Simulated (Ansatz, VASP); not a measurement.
**Two plane-wave programs on Ta**

The input INCAR:

```
SYSTEM = Ta
PREC = Accurate ; ENCUT = 520
EDIFF = 1E-6 ; ISMEAR = 0
SIGMA = 0.15 ; LREAL = .False.
LASPH = .True. ; NELM = 80
ALGO = Fast ; ISIF = 2
LWAVE = .False. ; LCHARG = .False.
GGA = PS ; NBANDS = 18
```

The input KPOINTS:

```
Automatic mesh
0
Gamma
  22 22 14
  0 0 0
```

The input POSCAR:

```
Ta
1.0
   -1.6402597622      1.6402597622      1.6402597622
    1.6402597622     -1.6402597622      1.6402597622
    3.2805195245      3.2805195245      0.0000000000
Ta
2
Direct
    0.0091448930      0.0091448930      0.0000000000
    0.4908551070      0.4908551070      0.5000000000
```

Input for Ansatz:

```yaml
crystal:
  lattice:
    - [-1.6402597622, 1.6402597622, 1.6402597622]
    - [1.6402597622, -1.6402597622, 1.6402597622]
    - [3.2805195245, 3.2805195245, 0.0]
  atoms:
    - { symbol: Ta, position: [0.009144893, 0.009144893, 0.0] }
    - { symbol: Ta, position: [0.490855107, 0.490855107, 0.5] }
basis:
  ecutwfc: 420
kpoints:
  mp_grid: { grid: [22, 22, 14] }
hamiltonian:
  xc: pbesol
scf:
  occupations: { method: gaussian, width: 0.15 }
output:
  forces: true
  stress: true
  eigenvalues: true
  write_density: true
  write_potential: true
  elf: true
  volumetric_format: npy
```

Change from the starting cell: mode 6 (147.1 1/cm) frozen in, largest displacement +0.030 Å.

Alike in both runs: task single point; functional PBEsol; k mesh 22 × 22 × 14; occupations gaussian, width 0.15 eV; no spin polarisation.

```csv
,VASP,Ansatz
version,VASP 6.6.1,Ansatz 0.2.0
potentials or method,"VASP PAW PBE potentials, release 64 (Ta_pv), cutoff 520 eV","scalar-relativistic, plane waves, PAW"
valence electrons in the cell,22,26
```

Ansatz gave:

```
gap on the k mesh at the Fermi level (eV)                     : none
pressure (GPa)                                                : 0.3
traceless stress, the component that is largest in VASP (GPa) : 0.14
rms of the force components (eV/Å)                            : 0.247
```

Q: What did VASP give for the same quantities?

A: gap on the k mesh at the Fermi level (eV): none; pressure (GPa): 0.5; traceless stress, the component that is largest in VASP (GPa): 0.14; rms of the force components (eV/Å): 0.247.

VASP's potentials were made for PBE, not for PBEsol. Atom by atom the forces differ by 0.000 eV/Å (rms over components). A gap of «none» marks a metal or a gap that the smearing closes. With one functional, cell and mesh, what is left measures potentials, basis and numerics. VASP's potentials hold 22 valence electrons a cell and Ansatz's 26, so a difference there can come from the potentials and not from the codes.

Neither program's run includes spin-orbit coupling.
